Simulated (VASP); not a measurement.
# Al2Cu (P1) in VASP: notebook

Al2Cu is run at these levels: PBEsol; tasks: single point, relaxation of cell and atoms.

All numbers are computed with VASP 6.6.1; they aren't measurements. Logs are shortened: lines on timing, memory, paths and dates and some standing lists are left out, and cuts for length are marked.

## 1. The cell of the first run

The typed cell holds 3 atoms: a = 4.087 Å, b = 4.103 Å, c = 2.909 Å, α = 89.50°, β = 90.28°, γ = 89.96°.

## 2. Single point, PBEsol

The input, INCAR:

```
SYSTEM = Al2Cu
  ALGO = Normal
  EDIFF = 1E-7
  ENCUT = 520
  GGA = PS
  ISIF = 2
  ISMEAR = 0
  LASPH = .True.
  LCHARG = .False.
  LREAL = .False.
  LWAVE = .False.
  NBANDS = 16
  NELM = 100
  PREC = Accurate
  SIGMA = 0.1
```

The input, KPOINTS:

```
k-points
0
Gamma
  4 4 6
  0 0 0
```

The input, POSCAR:

```
Al2Cu
1.0
    4.0866984621      0.0013549814     -0.0100177851
    0.0013549814      4.1025583957      0.0178365925
   -0.0070556074      0.0125624568      2.9085422956
Al Cu
2 1
Direct
    0.4687560276      0.0117958310      0.4766540501
    0.0213922591      0.5074259987      0.4270045301
    0.0251393845      0.0352885078      0.0181625366
```

Potentials or basis: VASP PAW PBE potentials, release 64 (Al, Cu).

Launch:

```bash
cat potpaw_PBE.64/Al/POTCAR potpaw_PBE.64/Cu/POTCAR > POTCAR
mpirun -np 1 vasp_std > vasp.out
```

OUTCAR:

```text
SYSTEM = Al2Cu
   EDIFF = 1E-7
   ENCUT = 520
   GGA = PS
   ISIF = 2
   ISMEAR = 0
   LASPH = .True.
   LREAL = .False.
   NELM = 100
   PREC = Accurate

 ion  position               nearest neighbor table
   1  0.469  0.012  0.477-   3 2.25   3 2.41   3 2.64   2 2.74   3 2.76   2 2.77   2 3.04   2 3.07

   2  0.021  0.507  0.427-   3 2.28   3 2.46   3 2.58   1 2.74   1 2.77   3 2.78   1 3.04   1 3.07

   3  0.025  0.035  0.018-   1 2.25   2 2.28   1 2.41   2 2.46   2 2.58   1 2.64   1 2.76   2 2.78

  LATTYP: Found a triclinic cell.
 ALAT       =     2.9085779828
 B/A-ratio  =     1.7360885874
 C/A-ratio  =     1.4050546312
 COS(alpha) =     0.0022793445
 COS(beta)  =     0.0048756307
 COS(gamma) =     0.5830481950

  Lattice vectors:

 A1 = (  -0.0070556074,   0.0125624568,   2.9085422956)
 A2 = (  -0.0057006260,   4.1151208525,   2.9263788881)
 A3 = (  -4.0866984621,  -0.0013549814,   0.0100177851)

Analysis of symmetry for initial positions (statically):
=====================================================================
 Subroutine PRICEL returns:
 Original cell was already a primitive cell.

 Routine SETGRP: Setting up the symmetry group for a
 triclinic supercell.

 Subroutine GETGRP returns: Found  1 space group operations
 (whereof  1 operations were pure point group operations)
 out of a pool of  2 trial point group operations.

The static configuration has the point symmetry C_1 .

Analysis of symmetry for dynamics (positions and initial velocities):
=====================================================================
 Subroutine PRICEL returns:
 Original cell was already a primitive cell.

 Routine SETGRP: Setting up the symmetry group for a
 triclinic supercell.

 Subroutine GETGRP returns: Found  1 space group operations
 (whereof  1 operations were pure point group operations)
 out of a pool of  2 trial point group operations.

The dynamic configuration has the point symmetry C_1 .

 Subroutine INISYM returns: Found  1 space group operations
 (whereof  1 operations are pure point group operations),
 and found     1 'primitive' translations

----------------------------------------------------------------------------------------

[... 85 lines left out ...]
   PREC   = accura    normal or accurate (medium, high low for compatibility)
   ISTART =      0    job   : 0-new  1-cont  2-samecut
   ICHARG =      2    charge: 1-file 2-atom 10-const
   ISPIN  =      1    spin polarized calculation?
   LNONCOLLINEAR =      F non collinear calculations
   LSORBIT =      F    spin-orbit coupling
   LASPH  =      T    aspherical Exc in radial PAW
   ENCUT  =  520.0 eV  38.22 Ry    6.18 a.u.   7.60  7.63  5.41*2*pi/ulx,y,z
   NELM   =    100;   NELMIN=  2; NELMDL= -5     # of ELM steps
   EDIFF  = 0.1E-06   stopping-criterion for ELM
   LREAL  =      F    real-space projection
   EDIFFG = 0.1E-05   stopping-criterion for IOM
   NSW    =      0    number of steps for IOM
   IBRION =     -1    ionic relax: 0-MD 1-quasi-New 2-CG
   NFREE  =      0    steps in history (QN), initial steepest desc. (CG)
   ISIF   =      2    stress and relaxation
   ISYM   =      2    0-nonsym 1-usesym 2-fastsym
   POTIM  = 0.5000    time-step for ionic-motion
   TEBEG  =    0.0;   TEEND  =   0.0 temperature during run
   PSTRESS=    0.0 pullay stress
   NELECT =      17.0000    total number of electrons
   NUPDOWN=      -1.0000    fix difference up-down
   EMIN   =  10.00;   EMAX   =-10.00  energy-range for DOS
   EFERMI =   0.00;   METHOD = LEGACY
   ISMEAR =     0;   SIGMA  =   0.10  broadening in eV -4-tet -1-fermi 0-gaus
   EFERMI_NEDOS =   21; number of points for ismear=-14 and -15
   IALGO  =     38    algorithm
   IMIX   =      4    mixing-type and parameters
     AMIX     =   0.40;   BMIX     =  1.00
     AMIX_MAG =   1.60;   BMIX_MAG =  1.00
  volume/ion in A,a.u.               =      16.25       109.69
  Fermi-wavevector in a.u.,A,eV,Ry     =   1.152198  2.177339 18.062556  1.327560
  Thomas-Fermi vector in A             =   2.288851
   LORBIT       =      0    0 simple, 1 ext, 2 COOP (PROOUT), +10 PAW based schemes
   GGA     = PS    functional components
   LHFCALC =     F    Hartree Fock is set to
   AEXX    =    0.0000 exact exchange contribution
   IVDW    =     0    specifies the selected vdW correction
   LEPSILON=     F    determine dielectric tensor
   LRPA    =     F    only Hartree local field effects (RPA)
 non-spin polarized calculation
 Gauss-broadening in eV      SIGMA  =   0.10
  energy-cutoff  :      520.00
  volume of cell :       48.76
 maximum number of plane-waves:      1324
   NGX = 15   NGY = 15   NGZ = 11

 number of electron      17.0000009 magnetization

 Free energy of the ion-electron system (eV)
  ---------------------------------------------------
  ext. energy  EPLUGINS =         0.00000000
  ---------------------------------------------------
  free energy    TOTEN  =       -12.12836677 eV

  energy without entropy =      -12.12576359  energy(sigma->0) =      -12.12706518

 E-fermi :   6.9993     XC(G=0): -10.4618

 val. band max:        6.9750819853   @ k =   0.0000   0.0000   0.0000
 cond. band min:       7.0990209586   @ k =  -0.0000   0.0000   0.3333
 fundamental gap:      0.1239389732
 Fermi energy:         6.9992607627

 k-point     1 :       0.0000    0.0000    0.0000
  band No.  band energies     occupation
      1      -3.5066      2.00000
      2       1.5388      2.00000
      3       1.9801      2.00000
      4       2.6115      2.00000
      5       2.7846      2.00000
      6       2.8143      2.00000
[... 433 lines left out ...]
      3       1.8608      2.00000
      4       2.3802      2.00000
      5       2.4928      2.00000
      6       2.5458      2.00000
[... 8 lines left out ...]
     15      15.2510      0.00000
     16      16.5451      0.00000

 [... further k-points ...]
[... 5 lines left out ...]
  --------------------------------------------------------------------------------------
  -------------------------------------------------------------------------------------
  Total        0.5568028      0.4555912      0.9084860     -0.2404236      0.4595919      0.8732593
  in kB       18.2944793     14.9690406     29.8494871     -7.8994283     15.1004886     28.6920677
  external PRESSURE =      21.0376690 kB  Pullay stress =       0.0000000 kB

 VOLUME and BASIS-vectors are now :
 -----------------------------------------------------------------------------
  energy-cutoff  :      520.00
  volume of cell :       48.76
      direct lattice vectors                 reciprocal lattice vectors
     4.086698462  0.001354981 -0.010017785     0.244697785 -0.000083400  0.000593954
     0.001354981  4.102558396  0.017836593    -0.000083400  0.243754945 -0.001053019
    -0.007055607  0.012562457  2.908542296     0.000843315 -0.001495111  0.343823342

 POSITION                                       TOTAL-FORCE (eV/Angst)
 -----------------------------------------------------------------------------------
      1.91232      0.05502      1.38188         2.149654     -0.091487      0.515461
      0.08510      2.08714      1.25080        -0.470133      0.908371      0.804966
      0.10266      0.14504      0.05320        -1.679521     -0.816884     -1.320427
 -----------------------------------------------------------------------------------
    total drift:                                0.000128      0.001009     -0.000054

  FREE ENERGIE OF THE ION-ELECTRON SYSTEM (eV)
  ---------------------------------------------------
  free  energy   TOTEN  =       -12.1283667736 eV

  energy  without entropy=      -12.1257635882  energy(sigma->0) =      -12.12706518
```

Wall time 92 s (1 thread of AMD EPYC 7R13 (Zen 3), shared host); peak memory 0.15 GiB.

What came out:

| Quantity | Value |
| --- | --- |
| Free energy | -12.1284 eV |
| Pressure | 2.1 GPa |
| Largest force | 2.287 eV/Å |

Forces in eV/Å, atoms in the order of the input:
```
Al   2.150 -0.091  0.515
Al  -0.470  0.908  0.805
Cu  -1.680 -0.817 -1.320
```

Caveat: the k points lie up to 0.38 Å⁻¹ apart; the PAW data sets were made with another functional, which shifts forces and pressure a little.

## 3. Single point, PBEsol

The input, INCAR:

```
SYSTEM = Al2Cu
PREC = Accurate ; ENCUT = 520
EDIFF = 1E-6 ; ISMEAR = 0
SIGMA = 0.1 ; LREAL = .False.
LASPH = .True. ; NELM = 60
ALGO = Fast ; ISIF = 2
LWAVE = .False. ; LCHARG = .True.
GGA = PS ; LELF = .True.
LVHAR = .True. ; NBANDS = 16
```

The input, KPOINTS:

```
Automatic mesh
0
Gamma
  6 6 8
  0 0 0
```

POSCAR is that of step 2.

Potentials or basis: VASP PAW PBE potentials, release 64 (Al, Cu).

Launch:

```bash
cat potpaw_PBE.64/Al/POTCAR potpaw_PBE.64/Cu/POTCAR > POTCAR
mpirun -np 1 vasp_std > vasp.out
```

OUTCAR:

```text
SYSTEM = Al2Cu
   PREC = Accurate
   ENCUT = 520
   EDIFF = 1E-6
   ISMEAR = 0
   LREAL = .False.
   LASPH = .True.
   NELM = 60
   ISIF = 2
   GGA = PS

 ion  position               nearest neighbor table
   1  0.469  0.012  0.477-   3 2.25   3 2.41   3 2.64   2 2.74   3 2.76   2 2.77   2 3.04   2 3.07

   2  0.021  0.507  0.427-   3 2.28   3 2.46   3 2.58   1 2.74   1 2.77   3 2.78   1 3.04   1 3.07

   3  0.025  0.035  0.018-   1 2.25   2 2.28   1 2.41   2 2.46   2 2.58   1 2.64   1 2.76   2 2.78

  LATTYP: Found a triclinic cell.
 ALAT       =     2.9085779828
 B/A-ratio  =     1.7360885874
 C/A-ratio  =     1.4050546312
 COS(alpha) =     0.0022793445
 COS(beta)  =     0.0048756307
 COS(gamma) =     0.5830481950

  Lattice vectors:

 A1 = (  -0.0070556074,   0.0125624568,   2.9085422956)
 A2 = (  -0.0057006260,   4.1151208525,   2.9263788881)
 A3 = (  -4.0866984621,  -0.0013549814,   0.0100177851)

Analysis of symmetry for initial positions (statically):
=====================================================================
 Subroutine PRICEL returns:
 Original cell was already a primitive cell.

[... 168 lines left out ...]
  free energy    TOTEN  =       -12.13766628 eV

  energy without entropy =      -12.13192833  energy(sigma->0) =      -12.13479731

 E-fermi :   7.1022     XC(G=0): -10.4620

 val. band max:        7.0971248909   @ k =   0.0000   0.1667   0.2500
 cond. band min:       7.1181388377   @ k =  -0.0000   0.3333   0.2500
 fundamental gap:      0.0210139468
 Fermi energy:         7.1021642302

 k-point     1 :       0.0000    0.0000    0.0000
  band No.  band energies     occupation
      1      -3.5089      2.00000
      2       1.5600      2.00000
      3       1.9928      2.00000
      4       2.6402      2.00000
      5       2.8061      2.00000
      6       2.8397      2.00000
[... 433 lines left out ...]
      3       2.0325      2.00000
      4       2.4786      2.00000
      5       2.6281      2.00000
      6       2.6819      2.00000
[... 8 lines left out ...]
     15      17.1525      0.00000
     16      19.4133      0.00000

 [... further k-points ...]
[... 5 lines left out ...]
  --------------------------------------------------------------------------------------
  -------------------------------------------------------------------------------------
  Total        0.9137430      1.0056866      0.0801448     -0.2305288      0.5786101      0.8507598
  in kB       30.0222103     33.0431396      2.6332614     -7.5743227     19.0109867     27.9528177
  external PRESSURE =      21.8995371 kB  Pullay stress =       0.0000000 kB

 VOLUME and BASIS-vectors are now :
 -----------------------------------------------------------------------------
  energy-cutoff  :      520.00
  volume of cell :       48.76
      direct lattice vectors                 reciprocal lattice vectors
     4.086698462  0.001354981 -0.010017785     0.244697785 -0.000083400  0.000593954
     0.001354981  4.102558396  0.017836593    -0.000083400  0.243754945 -0.001053019
    -0.007055607  0.012562457  2.908542296     0.000843315 -0.001495111  0.343823342

 POSITION                                       TOTAL-FORCE (eV/Angst)
 -----------------------------------------------------------------------------------
      1.91232      0.05502      1.38188         2.196241     -0.112639      0.515613
      0.08510      2.08714      1.25080        -0.503181      0.926630      0.771850
      0.10266      0.14504      0.05320        -1.693059     -0.813991     -1.287463
 -----------------------------------------------------------------------------------
    total drift:                                0.000413      0.001098      0.000493

  FREE ENERGIE OF THE ION-ELECTRON SYSTEM (eV)
  ---------------------------------------------------
  free  energy   TOTEN  =       -12.1376662850 eV

  energy  without entropy=      -12.1319283297  energy(sigma->0) =      -12.13479731
```

Wall time 3.2 min (1 thread of AMD EPYC 7R13 (Zen 3), shared host); peak memory 0.2 GiB.

Results:

```
Free energy   : -12.1377 eV
Pressure      : 2.2 GPa
Largest force : 2.277 eV/Å
```

Forces in eV/Å, atoms in the order of the input:
```
Al   2.196 -0.113  0.516
Al  -0.503  0.927  0.772
Cu  -1.693 -0.814 -1.287
```

Levels at points of the mesh, in eV from the Fermi level:
| k point | band 6 | band 7 | band 8 | band 9 | band 10 | band 11 | band 12 | band 13 |
| --- | --- | --- | --- | --- | --- | --- | --- | --- |
| (0.00, 0.00, 0.00) | -4.26 | -2.40 | -2.24 | -0.12 | 0.78 | 5.68 | 6.25 | 6.25 |
| (0.50, 0.00, 0.00) | -4.30 | -4.26 | -1.16 | 1.52 | 1.75 | 1.98 | 7.11 | 8.49 |
| (0.00, 0.50, 0.00) | -4.29 | -4.27 | -0.90 | 1.52 | 1.84 | 1.92 | 7.11 | 8.24 |
| (0.50, 0.50, 0.00) | -4.37 | -4.30 | -4.26 | -2.49 | 8.45 | 8.49 | 8.78 | 9.63 |
| (0.00, 0.00, 0.50) | -4.27 | -3.22 | 1.88 | 2.14 | 2.54 | 2.86 | 3.01 | 3.17 |
| (0.50, 0.00, 0.50) | -4.34 | -3.19 | -2.50 | -1.75 | 3.10 | 3.76 | 4.56 | 4.98 |
| (0.00, 0.50, 0.50) | -4.33 | -3.14 | -2.69 | -1.83 | 3.65 | 3.68 | 4.25 | 5.40 |
| (0.50, 0.50, 0.50) | -3.50 | -2.42 | -2.31 | -1.00 | -0.86 | -0.14 | -0.13 | 2.32 |

Caveat: the PAW data sets were made with another functional, which shifts forces and pressure a little.

## 4. Single point, PBEsol (atoms moved at random and the cell strained at random)

The input, INCAR:

```
SYSTEM = Al2Cu
ALGO = Fast ; EDIFF = 1E-7
ENCUT = 520 ; GGA = PS
ISIF = 2 ; ISMEAR = 0
LASPH = .TRUE. ; LCHARG = .FALSE.
LREAL = .FALSE. ; LWAVE = .FALSE.
NBANDS = 16 ; NELM = 60
PREC = Accurate ; SIGMA = 0.1
```

The input, KPOINTS:

```
k-points
0
G
  8 8 10
  0 0 0
```

POSCAR is that of step 3.

Launch:

```bash
cat potpaw_PBE.64/Al/POTCAR potpaw_PBE.64/Cu/POTCAR > POTCAR
mpirun -np 1 vasp_std > vasp.out
```

Wall time 6.7 min (1 thread of AMD EPYC 7R13 (Zen 3), shared host); peak memory 0.32 GiB.

It converged, with:

* Free energy: -12.1422 eV
* Pressure: 2.1 GPa
* Largest force: 2.266 eV/Å

Forces on the atoms (eV/Å):
```
Al   2.162 -0.111  0.513
Al  -0.484  0.918  0.778
Cu  -1.678 -0.807 -1.291
```

Stress tensor (GPa, compression positive):
```
 2.01 -0.76  2.83
-0.76  2.65  2.09
 2.83  2.09  1.74
```

Levels at points of the mesh, in eV from the Fermi level:
```tsv
k point	band 7	band 8	band 9	band 10	band 11	band 12
(0.00, 0.00, 0.00)	-2.21	-2.05	0.08	0.97	5.88	6.44
(0.50, 0.00, 0.00)	-4.07	-0.97	1.71	1.94	2.17	7.31
(0.00, 0.50, 0.00)	-4.08	-0.71	1.71	2.04	2.11	7.31
(0.50, 0.50, 0.00)	-4.11	-4.07	-2.30	8.65	8.69	8.98
(0.00, 0.00, 0.50)	-3.03	2.08	2.33	2.73	3.05	3.20
(0.50, 0.00, 0.50)	-2.99	-2.30	-1.57	3.30	3.96	4.75
(0.00, 0.50, 0.50)	-2.95	-2.50	-1.64	3.84	3.88	4.44
(0.50, 0.50, 0.50)	-2.22	-2.11	-0.81	-0.67	0.05	0.06
```

Caveat: the cell differs from its parent crystal (atoms moved at random and the cell strained at random); the PAW data sets were made with another functional, which shifts forces and pressure a little.

(Part 1 of 2 ends here.)
